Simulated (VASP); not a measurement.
# Os in VASP: further runs, part 2 of 2

VASP 6.6.1.

### 3 Electric field gradients, PBE (equal xx and yy strain of +1 %)

INCAR reads:

```
  PREC = Accurate
  ENCUT = 520
  EDIFF = 1E-8
  ISMEAR = -1
  SIGMA = 0.05
  LREAL = F
  LASPH = T
  NELM = 80
  ALGO = Normal
  ISIF = 2
  LWAVE = F
  LCHARG = F
  GGA = PE
  LEFG = T
  NBANDS = 15
```

KPOINTS reads:

```
regular mesh
0
Gamma
  15 15 9
```

POSCAR reads:

```
Os
1.0
    2.7614409753      0.0000000000      0.0000000000
   -1.3807204877      2.3914780356      0.0000000000
    0.0000000000      0.0000000000      4.3197000000
Os
2
Direct
    0.3333333333      0.6666666667      0.2500000000
    0.6666666667      0.3333333333      0.7500000000
```

Potentials or basis: VASP PAW PBE potentials, release 64 (Os).

On the command line:

```sh
$ cat potpaw_PBE.64/Os/POTCAR > POTCAR
$ mpirun -np 1 vasp_std > vasp.out
```

OUTCAR:

```text
PREC = Accurate
   ENCUT = 520
   EDIFF = 1E-8
   ISMEAR = -1
   LREAL = F
   LASPH = T
   NELM = 80
   ISIF = 2
   GGA = PE

 ion  position               nearest neighbor table
   1  0.333  0.667  0.250-   2 2.68   2 2.68   2 2.68   2 2.68   2 2.68   2 2.68
   2  0.667  0.333  0.750-   1 2.68   1 2.68   1 2.68   1 2.68   1 2.68   1 2.68

  LATTYP: Found a hexagonal cell.
 ALAT       =     2.7614409753
 C/A-ratio  =     1.5642919905

  Lattice vectors:

 A1 = (   2.7614409753,   0.0000000000,   0.0000000000)
 A2 = (  -1.3807204877,   2.3914780356,   0.0000000000)
 A3 = (   0.0000000000,   0.0000000000,   4.3197000000)

Analysis of symmetry for initial positions (statically):
=====================================================================
 Subroutine PRICEL returns:
 Original cell was already a primitive cell.

 Routine SETGRP: Setting up the symmetry group for a
 hexagonal supercell.

 Subroutine GETGRP returns: Found 24 space group operations
 (whereof 12 operations were pure point group operations)
 out of a pool of 24 trial point group operations.

The static configuration has the point symmetry D_3d.
 The point group associated with its full space group is D_6h.

Analysis of symmetry for dynamics (positions and initial velocities):
=====================================================================
 Subroutine PRICEL returns:
 Original cell was already a primitive cell.

 Routine SETGRP: Setting up the symmetry group for a
 hexagonal supercell.

 Subroutine GETGRP returns: Found 24 space group operations
 (whereof 12 operations were pure point group operations)
 out of a pool of 24 trial point group operations.

The dynamic configuration has the point symmetry D_3d.
 The point group associated with its full space group is D_6h.

 Subroutine INISYM returns: Found 24 space group operations
 (whereof 12 operations are pure point group operations),
 and found     1 'primitive' translations

----------------------------------------------------------------------------------------

                                     Primitive cell

  volume of cell :      28.5270

  direct lattice vectors                    reciprocal lattice vectors
     2.761440975  0.000000000  0.000000000     0.362129775  0.209075723  0.000000000
    -1.380720488  2.391478036  0.000000000     0.000000000  0.418151447  0.000000000
     0.000000000  0.000000000  4.319700000     0.000000000  0.000000000  0.231497558

  length of vectors
     2.761440975  2.761440975  4.319700000     0.418151447  0.418151447  0.231497558

  position of ions in fractional coordinates (direct lattice)
     0.333333333  0.666666667  0.250000000
     0.666666667  0.333333333  0.750000000

  ion indices of the primitive-cell ions
   primitive index   ion index
                 1           1
                 2           2

----------------------------------------------------------------------------------------

 KPOINTS: regular mesh

Automatic generation of k-mesh.
 Grid dimensions read from file:
 generate k-points for:   15   15    9
[... 84 lines left out ...]
     AMIX_MAG =   1.60;   BMIX_MAG =  1.00
  volume/ion in A,a.u.               =      14.26        96.25
  Fermi-wavevector in a.u.,A,eV,Ry     =   1.350091  2.551301 24.799946  1.822745
  Thomas-Fermi vector in A             =   2.477624
   LORBIT       =      0    0 simple, 1 ext, 2 COOP (PROOUT), +10 PAW based schemes
   GGA     = PE    functional components
   LHFCALC =     F    Hartree Fock is set to
   AEXX    =    0.0000 exact exchange contribution
   IVDW    =     0    specifies the selected vdW correction
   LEPSILON=     F    determine dielectric tensor
   LRPA    =     F    only Hartree local field effects (RPA)
 non-spin polarized calculation
  energy-cutoff  :      520.00
  volume of cell :       28.53
 maximum number of plane-waves:       780
 NGX is ok and might be reduce to    24
   NGX = 11   NGY = 11   NGZ = 17

 number of electron      15.9999998 magnetization

 Free energy of the ion-electron system (eV)
  ---------------------------------------------------
  ext. energy  EPLUGINS =         0.00000000
  ---------------------------------------------------
  free energy    TOTEN  =       -22.50400849 eV

  energy without entropy =      -22.49507243  energy(sigma->0) =      -22.49954046

 E-fermi :   9.1666     XC(G=0): -13.9450

 val. band max:        9.1307537811   @ k =   0.0667   0.0667   0.3333
 cond. band min:       9.1672735180   @ k =   0.2667   0.0667   0.0000
 fundamental gap:      0.0365197369
 Fermi energy:         9.1666233848

 k-point     1 :       0.0000    0.0000    0.0000
  band No.  band energies     occupation
      1      -1.5918      2.00000
      2       1.5787      2.00000
      3       6.1921      2.00000
      4       6.1921      2.00000
      5       6.5644      2.00000
      6       7.0341      2.00000
      7       7.0341      2.00000
      8       7.5657      2.00000
      9       7.5657      2.00000
     10       9.3134      0.10093
     11      10.8097      0.00000
     12      10.8097      0.00000
     13      18.1440      0.00000
     14      23.1657      0.00000
[... 401 lines left out ...]
      2       3.2042      2.00000
      3       3.2065      2.00000
      4       5.2354      2.00000
      5       5.5721      2.00000
      6       6.3540      2.00000
      7       7.6351      2.00000
      8      10.5973      0.00000
      9      11.1563      0.00000
     10      11.4346      0.00000
     11      14.0226      0.00000
     12      14.6654      0.00000
     13      17.2681      0.00000
     14      20.3255      0.00000
     15      22.8698      0.00000

 [... further k-points ...]

------------------------ aborting loop because EDIFF is reached ----------------------------------------

  FORCE on cell =-STRESS in cart. coord.  units (eV):
  Direction    XX          YY          ZZ          XY          YZ          ZX
  --------------------------------------------------------------------------------------
  -------------------------------------------------------------------------------------
  Total       -0.2843843     -0.2843843      0.7800985      0.0000000     -0.0000000      0.0000000
  in kB      -15.9720431    -15.9720431     43.8131321      0.0000000     -0.0000000      0.0000000
  external PRESSURE =       3.9563486 kB  Pullay stress =       0.0000000 kB

 VOLUME and BASIS-vectors are now :
 -----------------------------------------------------------------------------
  energy-cutoff  :      520.00
  volume of cell :       28.53
      direct lattice vectors                 reciprocal lattice vectors
     2.761440975  0.000000000  0.000000000     0.362129775  0.209075723  0.000000000
    -1.380720488  2.391478036  0.000000000     0.000000000  0.418151447  0.000000000
     0.000000000  0.000000000  4.319700000     0.000000000  0.000000000  0.231497558

 POSITION                                       TOTAL-FORCE (eV/Angst)
 -----------------------------------------------------------------------------------
     -0.00000      1.59432      1.07993         0.000000     -0.000000      0.000000
      1.38072      0.79716      3.23977        -0.000000      0.000000      0.000000
 -----------------------------------------------------------------------------------
    total drift:                                0.000000     -0.000000     -0.000000

  FREE ENERGIE OF THE ION-ELECTRON SYSTEM (eV)
  ---------------------------------------------------
  free  energy   TOTEN  =       -22.5040084917 eV

  energy  without entropy=      -22.4950724265  energy(sigma->0) =      -22.49954046

 Electric field gradients (V/A^2)
---------------------------------------------------------------------
 ion       V_xx      V_yy      V_zz      V_xy      V_xz      V_yz
---------------------------------------------------------------------
   1      48.501    48.501   -97.002     0.000     0.000    -0.000
   2      48.501    48.501   -97.002     0.000    -0.000     0.000
---------------------------------------------------------------------

 Electric field gradients after diagonalization (V/A^2)
 (convention: |V_zz| > |V_xx| > |V_yy|)
----------------------------------------------------------------------
 ion       V_xx      V_yy      V_zz     asymmetry (V_yy - V_xx)/ V_zz
----------------------------------------------------------------------
   1      48.501    48.501   -97.002       0.000
   2      48.501    48.501   -97.002       0.000
----------------------------------------------------------------------

           NMR quadrupolar parameters

 Cq : quadrupolar parameter    Cq=e*Q*V_zz/h
 eta: asymmetry parameters     (V_yy - V_xx)/ V_zz
 Q  : nuclear electric quadrupole moment in mb (millibarn)
----------------------------------------------------------------------
 ion       Cq(MHz)       eta       Q (mb)
----------------------------------------------------------------------
   1      -0.235       0.000       1.000
   2      -0.235       0.000       1.000
----------------------------------------------------------------------
```

OSZICAR:

```text
N       E                     dE             d eps       ncg     rms          rms(c)
DAV:   1     0.100395516520E+03    0.10040E+03   -0.73917E+03  4050   0.102E+03
DAV:   2    -0.192307558640E+02   -0.11963E+03   -0.10437E+03  4099   0.324E+02
DAV:   3    -0.238980686095E+02   -0.46673E+01   -0.44993E+01  5583   0.561E+01
DAV:   4    -0.239346465257E+02   -0.36578E-01   -0.36427E-01  4408   0.512E+00
DAV:   5    -0.239348458932E+02   -0.19937E-03   -0.19936E-03  5513   0.349E-01    0.223E+01
DAV:   6    -0.228290332507E+02    0.11058E+01   -0.93515E-01  5121   0.825E+00    0.997E+00
DAV:   7    -0.225121483748E+02    0.31688E+00   -0.63139E-01  5233   0.663E+00    0.502E-01
DAV:   8    -0.225066978478E+02    0.54505E-02   -0.63129E-03  4155   0.588E-01    0.323E-01
DAV:   9    -0.225040065058E+02    0.26913E-02   -0.15724E-03  4890   0.392E-01    0.472E-02
DAV:  10    -0.225040304725E+02   -0.23967E-04   -0.60227E-05  5254   0.665E-02    0.106E-02
DAV:  11    -0.225040098250E+02    0.20648E-04   -0.37225E-06  4631   0.202E-02    0.136E-03
DAV:  12    -0.225040087977E+02    0.10272E-05   -0.10684E-07  5233   0.335E-03    0.706E-04
DAV:  13    -0.225040085860E+02    0.21177E-06   -0.24120E-09  3376   0.448E-04    0.293E-04
DAV:  14    -0.225040084972E+02    0.88771E-07   -0.35455E-10  2662   0.147E-04    0.558E-05
DAV:  15    -0.225040084917E+02    0.55294E-08   -0.46012E-11  2550   0.778E-05
   1 F= -.22504008E+02 E0= -.22499540E+02  d E =-.893607E-02
```

stdout:

```text
POSCAR found type information on POSCAR Os
 POSCAR found :  1 types and       2 ions
 scaLAPACK will be used
 LDA part: xc-table for (Slater+PW92), standard interpolation
 POSCAR, INCAR and KPOINTS ok, starting setup
 FFT: planning ... GRIDC
 FFT: planning ... GRID_SOFT
 FFT: planning ... GRID
 WAVECAR not read
 entering main loop
ion   1

ion   2
```

Wall time 94 s (1 thread of AMD EPYC 7R13, shared host); peak memory 0.16 GiB.

Results:

| Quantity | Value |
| --- | --- |
| Free energy | -22.5040 eV |
| Pressure | 0.4 GPa |
| Band gap on the k mesh | zero (bands 8 and 9 overlap by 3.67 eV) |
| Largest electric field gradient by atom | Os -97.0 V/Å² |

Stress tensor (GPa, compression positive):
```
-1.60  0.00  0.00
 0.00 -1.60  0.00
 0.00  0.00  4.38
```

Electric field gradients, principal values (V/Å²):
```csv
atom,least,middle,greatest (by size)
1 Os,48.501,48.501,-97.002
2 Os,48.501,48.501,-97.002
```

Caveat: the cell differs from its parent crystal (equal xx and yy strain of +1 %); the stress differs along the axes, from -2 to 4 GPa; without QUAD_EFG the Cq values of the log hold for a quadrupole moment of 1 mb, not for the nuclei; spin-orbit coupling is left out, which moves the levels of the heavy elements.

The gap in the log of VASP goes by the Fermi energy; the results here count the filled bands.